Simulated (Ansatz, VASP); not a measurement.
## CuI: VASP beside Ansatz

```xyz
2
Lattice="0.0000 3.0322 3.0322 3.0322 0.0000 3.0322 3.0322 3.0322 0.0000" Properties=species:S:1:pos:R:3 pbc="T T T"
Cu    4.5483    4.5483    4.5483
I     0.0000    0.0000    0.0000
```

Alike in both runs: task single point; functional r2SCAN; k mesh 6 × 6 × 6; occupations gaussian, width 0.05 eV; no spin polarisation.

|  | VASP | Ansatz |
| --- | --- | --- |
| version | VASP 6.6.1 | Ansatz 0.2.0 |
| potentials or method | VASP PAW PBE potentials, release 64 (Cu, I), cutoff 660 eV | scalar-relativistic, plane waves, PAW |
| valence electrons in the cell | 18 | 36 |

Ansatz gave:

- gap on the k mesh at the Fermi level (eV): 1.61
- least direct gap on the mesh (eV): 1.61
- pressure (GPa): -0.8

Problem. Estimate VASP's values.

Solution. gap on the k mesh at the Fermi level (eV): 1.61; least direct gap on the mesh (eV): 1.61; pressure (GPa): -0.9.

VASP's potentials were made for PBE, not for r2SCAN. VASP's potentials hold 18 valence electrons a cell and Ansatz's 36, so a difference there can come from the potentials and not from the codes.

Neither program's run includes spin-orbit coupling.
